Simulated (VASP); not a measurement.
# NaH (Fm-3m) in VASP: a series of runs, part 2 of 2

VASP 6.6.1. The steps go on from the part before.

## (3) Relaxation of cell and atoms, PBE+D3(BJ)

This run uses another cell than the first one, of 13.59 Å³/atom, 1.036 times its volume.

File INCAR:

```
SYSTEM = NaH
PREC     = Accurate       ! precision mode
ENCUT    = 500            ! plane-wave cutoff, eV
EDIFF    = 1E-7           ! SCF threshold, eV
ISMEAR   = 0              ! smearing method
SIGMA    = 0.02           ! smearing width, eV
LREAL    = .False.        ! projectors in reciprocal space
LASPH    = .True.         ! aspherical terms in the spheres
NELM     = 120            ! most SCF steps
ALGO     = Normal         ! electronic algorithm
ISIF     = 3              ! what is computed and relaxed
LWAVE    = .False.        ! write WAVECAR
LCHARG   = .False.        ! write CHGCAR
GGA      = PE             ! functional
IVDW     = 12             ! dispersion correction
IBRION   = 2              ! ionic algorithm
NSW      = 70             ! ionic steps
EDIFFG   = -0.02          ! ionic threshold
GGA_COMPAT= .False.      
NELMIN   = 4
```

File KPOINTS:

```
regular mesh
0
Gamma
  8 8 8
  0 0 0
```

File POSCAR:

```
NaH
1.0
    0.0000000000      2.3864220000      2.3864220000
    2.3864220000      0.0000000000      2.3864220000
    2.3864220000      2.3864220000      0.0000000000
Na H
1 1
Direct
    0.0000000000      0.0000000000      0.0000000000
    0.5000000000      0.5000000000      0.5000000000
```

Potentials or basis: VASP PAW PBE potentials, release 64 (Na_pv, H).

Started as:

```
$ cat potpaw_PBE.64/Na_pv/POTCAR potpaw_PBE.64/H/POTCAR > POTCAR
$ mpirun -np 1 vasp_std > vasp.out
```

OUTCAR:

```text
SYSTEM = NaH
   PREC = Accurate
   ENCUT = 500
   EDIFF = 1E-7
   ISMEAR = 0
   LREAL = .False.
   LASPH = .True.
   NELM = 120
   ISIF = 3
   GGA = PE
   IVDW = 12
   IBRION = 2
   NSW = 70
   EDIFFG = -0.02
   NELMIN = 4
 IVDW          = 12

 ion  position               nearest neighbor table
   1  0.000  0.000  0.000-
   2  0.500  0.500  0.500-

  LATTYP: Found a face centered cubic cell.
 ALAT       =     4.7728440000

  Lattice vectors:

 A1 = (   0.0000000000,   2.3864220000,   2.3864220000)
 A2 = (   2.3864220000,   0.0000000000,   2.3864220000)
 A3 = (   2.3864220000,   2.3864220000,   0.0000000000)

Analysis of symmetry for initial positions (statically):
=====================================================================
 Subroutine PRICEL returns:
 Original cell was already a primitive cell.

 Routine SETGRP: Setting up the symmetry group for a
 face centered cubic supercell.

 Subroutine GETGRP returns: Found 48 space group operations
 (whereof 48 operations were pure point group operations)
 out of a pool of 48 trial point group operations.

The static configuration has the point symmetry O_h .

Analysis of symmetry for dynamics (positions and initial velocities):
=====================================================================
 Subroutine PRICEL returns:
 Original cell was already a primitive cell.

 Routine SETGRP: Setting up the symmetry group for a
 face centered cubic supercell.

 Subroutine GETGRP returns: Found 48 space group operations
 (whereof 48 operations were pure point group operations)
 out of a pool of 48 trial point group operations.

The dynamic configuration has the point symmetry O_h .

 Subroutine INISYM returns: Found 48 space group operations
 (whereof 48 operations are pure point group operations),
 and found     1 'primitive' translations

----------------------------------------------------------------------------------------

                                     Primitive cell

  volume of cell :      27.1814

  direct lattice vectors                    reciprocal lattice vectors
     0.000000000  2.386422000  2.386422000    -0.209518685  0.209518685  0.209518685
     2.386422000  0.000000000  2.386422000     0.209518685 -0.209518685  0.209518685
     2.386422000  2.386422000  0.000000000     0.209518685  0.209518685 -0.209518685

  length of vectors
     3.374910358  3.374910358  3.374910358     0.362897008  0.362897008  0.362897008

  position of ions in fractional coordinates (direct lattice)
     0.000000000  0.000000000  0.000000000
     0.500000000  0.500000000  0.500000000

  ion indices of the primitive-cell ions
   primitive index   ion index
                 1           1
                 2           2

----------------------------------------------------------------------------------------

 KPOINTS: regular mesh

Automatic generation of k-mesh.
 Grid dimensions read from file:
 generate k-points for:    8    8    8

 Generating k-lattice:

  Cartesian coordinates                     Fractional coordinates (reciprocal lattice)
    -0.026189836  0.026189836  0.026189836     0.125000000  0.000000000  0.000000000
     0.026189836 -0.026189836  0.026189836     0.000000000  0.125000000  0.000000000
     0.026189836  0.026189836 -0.026189836     0.000000000  0.000000000  0.125000000

  Length of vectors
     0.045362126  0.045362126  0.045362126

  Shift w.r.t. Gamma in fractional coordinates (k-lattice)
     0.000000000  0.000000000  0.000000000

 Subroutine IBZKPT returns following result:
 ===========================================

 Found     29 irreducible k-points:

 Following reciprocal coordinates:
            Coordinates               Weight
  0.000000  0.000000  0.000000      1.000000
  0.125000  0.000000  0.000000      8.000000
  0.250000  0.000000  0.000000      8.000000
  0.375000  0.000000  0.000000      8.000000
  0.500000  0.000000  0.000000      4.000000
  0.125000  0.125000  0.000000      6.000000
[... 16 lines left out ...]
  0.500000  0.250000  0.125000     48.000000
 -0.375000  0.250000  0.125000     24.000000
 [... further k-points ...]
   k-points           NKPTS =     29   k-points in BZ     NKDIM =     29   number of bands    NBANDS=      8
   number of dos      NEDOS =    301   number of ions     NIONS =      2
   total plane-waves  NPLWV =  21952
   dimension x,y,z NGX =    28 NGY =   28 NGZ =   28
   dimension x,y,z NGXF=    56 NGYF=   56 NGZF=   56
   ions per type =               1   1
   NGX,Y,Z   is equivalent  to a cutoff of  13.79, 13.79, 13.79 a.u.
   NGXF,Y,Z  is equivalent  to a cutoff of  27.59, 27.59, 27.59 a.u.
 SYSTEM =  NaH
   PREC   = accura    normal or accurate (medium, high low for compatibility)
   ISTART =      0    job   : 0-new  1-cont  2-samecut
   ICHARG =      2    charge: 1-file 2-atom 10-const
   ISPIN  =      1    spin polarized calculation?
   LNONCOLLINEAR =      F non collinear calculations
   LSORBIT =      F    spin-orbit coupling
   LASPH  =      T    aspherical Exc in radial PAW
   ENCUT  =  500.0 eV  36.75 Ry    6.06 a.u.   6.15  6.15  6.15*2*pi/ulx,y,z
   NELM   =    120;   NELMIN=  4; NELMDL= -5     # of ELM steps
   EDIFF  = 0.1E-06   stopping-criterion for ELM
   LREAL  =      F    real-space projection
   EDIFFG = -.2E-01   stopping-criterion for IOM
   NSW    =     70    number of steps for IOM
   IBRION =      2    ionic relax: 0-MD 1-quasi-New 2-CG
   NFREE  =      1    steps in history (QN), initial steepest desc. (CG)
   ISIF   =      3    stress and relaxation
   ISYM   =      2    0-nonsym 1-usesym 2-fastsym
   POTIM  = 0.5000    time-step for ionic-motion
   TEBEG  =    0.0;   TEEND  =   0.0 temperature during run
   PSTRESS=    0.0 pullay stress
   NELECT =       8.0000    total number of electrons
   NUPDOWN=      -1.0000    fix difference up-down
   EMIN   =  10.00;   EMAX   =-10.00  energy-range for DOS
   EFERMI =   0.00;   METHOD = LEGACY
   ISMEAR =     0;   SIGMA  =   0.02  broadening in eV -4-tet -1-fermi 0-gaus
   EFERMI_NEDOS =   21; number of points for ismear=-14 and -15
   IALGO  =     38    algorithm
   IMIX   =      4    mixing-type and parameters
     AMIX     =   0.40;   BMIX     =  1.00
     AMIX_MAG =   1.60;   BMIX_MAG =  1.00
  volume/ion in A,a.u.               =      13.59        91.71
  Fermi-wavevector in a.u.,A,eV,Ry     =   1.088966  2.057847 16.134422  1.185847
  Thomas-Fermi vector in A             =   2.225159
   LORBIT       =      0    0 simple, 1 ext, 2 COOP (PROOUT), +10 PAW based schemes
   GGA     = PE    functional components
   LHFCALC =     F    Hartree Fock is set to
   AEXX    =    0.0000 exact exchange contribution
   IVDW    =    12    specifies the selected vdW correction
   LEPSILON=     F    determine dielectric tensor
   LRPA    =     F    only Hartree local field effects (RPA)
 conjugate gradient relaxation of ions
 non-spin polarized calculation
 Gauss-broadening in eV      SIGMA  =   0.02
  energy-cutoff  :      500.00
  volume of cell :       27.18
 maximum number of plane-waves:       701
 NGX is ok and might be reduce to    28
   NGX = 13   NGY = 13   NGZ = 13

--------------------------------------- Ionic step        1  -------------------------------------------

 number of electron       7.9999992 magnetization

 Free energy of the ion-electron system (eV)
  ---------------------------------------------------
  ext. energy  EPLUGINS =         0.00000000
  ---------------------------------------------------
  free energy    TOTEN  =        -5.08432356 eV

  energy without entropy =       -5.08432356  energy(sigma->0) =       -5.08432356

------------------------ aborting loop because EDIFF is reached ----------------------------------------

 Edisp (eV)   -0.29789

 E8    (eV) :    -0.1291
[... 71 lines left out ...]
--------------------------------------- Ionic step        3  -------------------------------------------

 number of electron       8.0000000 magnetization

 Free energy of the ion-electron system (eV)
  ---------------------------------------------------
  ext. energy  EPLUGINS =         0.00000000
  ---------------------------------------------------
  free energy    TOTEN  =        -5.07727408 eV

  energy without entropy =       -5.07727408  energy(sigma->0) =       -5.07727408

 E-fermi :  -0.7109     XC(G=0):  -8.0069

 val. band max:       -0.8831710320   @ k =  -0.2500   0.5000   0.2500
 cond. band min:       2.9951852298   @ k =   0.5000   0.0000   0.0000
 fundamental gap:      3.8783562618
 Fermi energy:        -0.7109382359

 k-point     1 :       0.0000    0.0000    0.0000
  band No.  band energies     occupation
      1     -22.8666      2.00000
      2     -22.8666      2.00000
      3     -22.8666      2.00000
      4      -4.7002      2.00000
      5      10.1640      0.00000
      6      15.2452      0.00000
      7      15.2452      0.00000
      8      15.2452      0.00000
[... 243 lines left out ...]
 k-point    24 :      -0.3750    0.2500    0.1250
  band No.  band energies     occupation
      1     -22.9669      2.00000
      2     -22.9098      2.00000
      3     -22.8900      2.00000
      4      -1.3855      2.00000
      5       3.8137      0.00000
      6       7.2114      0.00000
      7      10.6013      0.00000
      8      14.7261      0.00000

 [... further k-points ...]

------------------------ aborting loop because EDIFF is reached ----------------------------------------

 Edisp (eV)   -0.30779

 E8    (eV) :    -0.1333
[... 25 lines left out ...]
  FREE ENERGIE OF THE ION-ELECTRON SYSTEM (eV)
  ---------------------------------------------------
  free  energy   TOTEN  =        -5.3850626716 eV

  energy  without entropy=       -5.3850626716  energy(sigma->0) =       -5.38506267

 reached required accuracy - stopping structural energy minimisation
```

Run time: 33 s. Hardware: 1 thread of Intel Xeon 8259CL, shared host; peak memory 0.16 GiB.

What came out:

- Free energy: -5.3851 eV
- Relaxed volume: 13.16 Å³/atom
- Relaxed cell: a = 3.339 Å, b = 3.339 Å, c = 3.339 Å, α = 60.00°, β = 60.00°, γ = 60.00°
- Space group after relaxing (to 0.05 Å): Fm-3m (No. 225)
- Energy gained by relaxing: 1.4 meV/atom
- Ionic steps: 3
- Pressure after relaxing: -0.1 GPa
- Band gap on the k mesh: 3.88 eV, indirect (least direct gap 4.77 eV)
- Dispersion energy per atom: -0.154 eV

The path:
```
step  energy change (eV)  largest force (eV/Å)  pressure (GPa)  volume (Å³)
   1              0.0000                0.0000           -0.92        27.18
   2             -0.0015                0.0000           -0.65        26.88
   3             -0.0029                0.0000           -0.11        26.31
```

Final structure:
```yaml
crystal:
  lattice:
    - [0.00000, 2.36079, 2.36079]
    - [2.36079, 0.00000, 2.36079]
    - [2.36079, 2.36079, 0.00000]
  atoms:
    - { symbol: Na, position: [0.00000, 0.00000, 0.00000] }
    - { symbol: H, position: [0.50000, 0.50000, 0.50000] }
```

Levels at points of the mesh, in eV from the valence-band top:
```csv
k point,band 1,band 2,band 3,band 4,band 5,band 6,band 7,band 8
"(0.00, 0.00, 0.00)",-21.98,-21.98,-21.98,-3.82,11.05,16.13,16.13,16.13
"(0.50, 0.00, 0.00)",-22.10,-22.00,-22.00,-0.89,3.88,11.27,13.82,13.82
"(0.50, 0.50, 0.00)",-22.09,-22.02,-22.02,-0.19,4.78,10.29,11.11,11.11
```

A k mesh can miss the band edges.
